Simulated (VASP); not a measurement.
Pt: single point with PBE

The system is Pt.

```
Pt
1.0
     2.80680    0.00000    0.00000
    -1.40340    2.43076    0.00000
     0.00000    0.00000    4.78138
Pt
2
Cartesian
  1.4034 0.8103 3.5860
  0.0000 1.6205 1.1953
```

```yaml
Program: VASP 6.6.1
Task: single point
Functional: PBE
Potentials_or_basis: VASP PAW PBE potentials, release 64 (Pt)
Cutoff: 520 eV
k_mesh: 18 × 18 × 10
Occupations: gaussian, width 0.15 eV
Spin: no spin polarisation
Dipole_correction: no
Further_INCAR_settings: ALGO = Normal; EDIFF = 1e-06; NBANDS = 17
```

```json
{
 "Pressure": "-8.3 GPa",
 "Band gap on the k mesh": "zero (band 10 reaches 10.20 eV, above the bottom of band 11 at 9.02 eV)"
}
```

Stress tensor (GPa, compression positive):
```
-9.23  0.00  0.00
 0.00 -9.23  0.00
 0.00  0.00 -6.31
```

Levels at points of the mesh, in eV from the Fermi level:
| k point | band 7 | band 8 | band 9 | band 10 | band 11 | band 12 | band 13 | band 14 |
| --- | --- | --- | --- | --- | --- | --- | --- | --- |
| (0.00, 0.00, 0.00) | -2.86 | -1.82 | -1.82 | -0.44 | -0.23 | -0.23 | 4.70 | 15.07 |
| (0.50, 0.00, 0.00) | -2.49 | 0.04 | 0.19 | 0.40 | 2.17 | 3.56 | 7.17 | 8.81 |
| (0.00, 0.00, 0.50) | -3.24 | -3.24 | -0.78 | -0.78 | -0.78 | -0.78 | 12.08 | 12.08 |
| (0.50, 0.00, 0.50) | -0.78 | -0.78 | 0.31 | 0.31 | 1.72 | 1.72 | 6.15 | 6.15 |

Wall time 28 s on 1 thread of Intel(R) Xeon(R) 6975P-C (Granite Rapids), with other jobs on the host, peak memory 0.23 GiB.

Caveat: spin-orbit coupling is left out, which moves the levels of the heavy elements.
